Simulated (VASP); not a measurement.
Input of a VASP 6.6.1 run:

INCAR

```
SYSTEM = AlRu
PREC = Accurate
ENCUT = 520
EDIFF = 1E-7
ISMEAR = -1
SIGMA = 0.05
LREAL = .FALSE.
LASPH = .TRUE.
NELM = 60
ALGO = Normal
ISIF = 2
LWAVE = .FALSE.
LCHARG = .FALSE.
GGA = PE
NBANDS = 16
```

KPOINTS

```
Automatic mesh
0
G
  10 10 10
  0 0 0
```

The input POSCAR:

```
AlRu
1.0
    3.0309676725      0.0000000000      0.0000000000
    0.0000000000      3.0309676725      0.0000000000
    0.0000000000      0.0000000000      3.0309676725
Al Ru
1 1
Direct
    0.0000000000      0.0000000000      0.0000000000
    0.5000000000      0.5000000000      0.5000000000
```

Potentials or basis: VASP PAW PBE potentials, release 64 (Al, Ru_pv).

Run with:

```sh
$ cat potpaw_PBE.64/Al/POTCAR potpaw_PBE.64/Ru_pv/POTCAR > POTCAR
$ mpirun -np 1 vasp_std > vasp.out
```

Problem. Predict the pressure.

Solution. -5.2 GPa.
